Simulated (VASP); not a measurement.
# MoS2: single point with r2SCAN+rVV10

MoS2:

```
Mo S
1.0
     3.22007    0.00000    0.00000
    -1.61004    2.78867    0.00000
     0.00000    0.00000    5.94921
Mo S
1 2
Direct
  0.00000 0.00000 0.00000
  0.66667 0.33333 0.74012
  0.33333 0.66667 0.25988
```

```
Program                : VASP 6.6.1
Task                   : single point
Functional             : r2SCAN
Dispersion             : rVV10
Potentials or basis    : VASP PAW PBE potentials, release 64 (Mo_sv, S)
Cutoff                 : 520 eV
k mesh                 : 12 × 12 × 4
Occupations            : fermi-dirac, width 0.03 eV
Spin                   : no spin polarisation
Dipole correction      : no
Further INCAR settings : ALGO = Normal; EDIFF = 1e-06; NBANDS = 20
```

```
Pressure               : 0.2 GPa
Largest force          : 0.015 eV/Å
Band gap on the k mesh : zero (bands 13 and 14 overlap by 1.27 eV)
```

Forces in eV/Å, atoms in the order of the input:
```
Mo   0.000  0.000  0.000
S    0.000  0.000 -0.015
S    0.000  0.000  0.015
```

Levels at points of the mesh, in eV from the Fermi level:
```
           k point  band 11  band 12  band 13  band 14  band 15  band 16
(0.00, 0.00, 0.00)    -1.18    -1.00    -1.00    -0.39    -0.39     3.23
(0.50, 0.00, 0.00)    -3.69    -2.06    -1.72     1.02     1.83     3.90
(0.00, 0.00, 0.50)    -1.01    -1.01    -0.56    -0.56     0.15     3.58
(0.50, 0.00, 0.50)    -2.38    -2.29    -1.72     1.01     1.86     3.27
```

It took 110 s on 1 thread of Intel(R) Xeon(R) 6975P-C (Granite Rapids), with other jobs on the host, peak memory 0.32 GiB.

Caveat: the PAW data sets were made with another functional, which shifts forces and pressure a little.
